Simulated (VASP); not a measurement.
Input of a VASP 6.6.1 run:

Contents of INCAR:

```
SYSTEM = Ti2Si3
PREC = Accurate
ENCUT = 520
EDIFF = 1E-6
ISMEAR = 0
SIGMA = 0.1
LREAL = .False.
LASPH = .True.
NELM = 150
ALGO = Normal
ISIF = 2
LWAVE = .False.
LCHARG = .True.
ISPIN = 2
MAGMOM = 1 1 0 0 0
LORBIT = 11
LMAXMIX = 4
GGA = PE
LELF = .True.
LVHAR = .True.
NBANDS = 30
```

File KPOINTS:

```
regular mesh
0
Gamma
  4 4 4
  0 0 0
```

Contents of POSCAR:

```
Ti2Si3
1.0
    4.1041525018      0.0000000000      0.0000000000
    0.0000000000      4.1041525018      0.0000000000
    0.0000000000      0.0000000000      5.3741598433
Ti Si
2 3
Direct
    0.0000000000      0.5000000000      0.1630338925
    0.5000000000      0.0000000000      0.1630338925
    0.0000000000      0.0000000000      0.4377380207
    0.0000000000      0.5000000000      0.6867631972
    0.5000000000      0.0000000000      0.6867631972
```

Potentials or basis: VASP PAW PBE potentials, release 64 (Ti_sv, Si).

Run with:

```bash
$ cat potpaw_PBE.64/Ti_sv/POTCAR potpaw_PBE.64/Si/POTCAR > POTCAR
$ mpirun -np 1 vasp_std > vasp.out
```

Estimate the band gap on the k mesh.

zero (filled and empty bands overlap).

Estimate the net moment.

0.00 μB per cell.

Estimate the largest force.

0.039 eV/Å.

Estimate the pressure.

-0.1 GPa.

Forces in eV/Å, atoms in the order of the input:
```
Ti   0.000  0.000 -0.017
Ti   0.000  0.000 -0.017
Si   0.000  0.000  0.039
Si   0.000  0.000 -0.003
Si   0.000  0.000 -0.003
```

Caveat: the k points lie up to 0.38 Å⁻¹ apart, too coarse for converged energies and pressures of a metal.
